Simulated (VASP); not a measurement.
## SrO: relaxation of cell and atoms with PBE+D3(BJ)

SrO:

```
Sr O
1.0
     3.57679    0.00000    0.00000
    -1.78840    3.09759    0.00000
     0.00000    0.00000    6.24297
Sr O
2 2
Cartesian
  0.0000 2.0651 1.5607
  1.7884 1.0325 4.6822
  0.0000 0.0000 0.0000
  0.0000 0.0000 3.1215
```

| Item | Value |
| --- | --- |
| Program | VASP 6.6.1 |
| Task | relaxation of cell and atoms |
| Functional | PBE |
| Dispersion | D3(BJ) |
| Potentials or basis | VASP PAW PBE potentials, release 64 (Sr_sv, O) |
| Cutoff | 600 eV |
| k mesh | 9 × 9 × 4 |
| Occupations | gaussian, width 0.02 eV |
| Spin | no spin polarisation |
| Dipole correction | no |
| Further INCAR settings | ALGO = Normal; EDIFF = 1e-07; IBRION = 2; EDIFFG = -0.005; NSW = 70; ISIF = 3 |

The relaxed volume is 16.91 Å³/atom, the relaxed cell is a = 3.548 Å, b = 3.548 Å, c = 6.204 Å, α = 90.00°, β = 90.00°, γ = 120.00° and the space group after relaxing (to 0.1 Å) is P6_3/mmc (No. 194). The energy gained by relaxing is 2.3 meV/atom, the ionic steps are 6 and the pressure after relaxing is 0.0 GPa. The band gap on the k mesh is 3.09 eV (least direct gap 3.11 eV). The dispersion energy per atom is -0.247 eV.

Step by step:
| step | energy change (eV) | largest force (eV/Å) | pressure (GPa) | volume (Å³) |
| --- | --- | --- | --- | --- |
| 1 | 0.0000 | 0.0000 | -1.87 | 69.17 |
| 2 | -0.0085 | 0.0000 | 0.59 | 67.17 |
| 3 | -0.0093 | 0.0000 | 0.00 | 67.61 |
| 4 | -0.0093 | 0.0000 | -0.04 | 67.64 |
| 5 | -0.0094 | 0.0000 | -0.04 | 67.63 |
| 6 | -0.0094 | 0.0000 | -0.04 | 67.63 |

Final structure:
```xyz
4
Lattice="3.5477 0.0000 0.0000 -1.7739 3.0724 0.0000 0.0000 0.0000 6.2044" Properties=species:S:1:pos:R:3 pbc="T T T"
Sr    0.0000    2.0483    1.5511
Sr    1.7739    1.0241    4.6533
O     0.0000    0.0000    0.0000
O     0.0000    0.0000    3.1022
```

Levels at points of the mesh, in eV from the valence-band top:
```tsv
k point	band 13	band 14	band 15	band 16	band 17	band 18	band 19	band 20
(0.00, 0.00, 0.00)	-1.04	-0.79	-0.79	0.00	3.11	5.03	5.13	6.18
(0.00, 0.00, 0.50)	-0.94	-0.94	-0.94	-0.94	4.71	4.71	5.97	5.97
```

Run time: 4.3 min on 1 thread of Intel(R) Xeon(R) Platinum 8488C (Sapphire Rapids) (shared host), peak memory 0.25 GiB.

Caveat: an odd mesh through Γ misses points on the zone boundary, where band edges can lie.
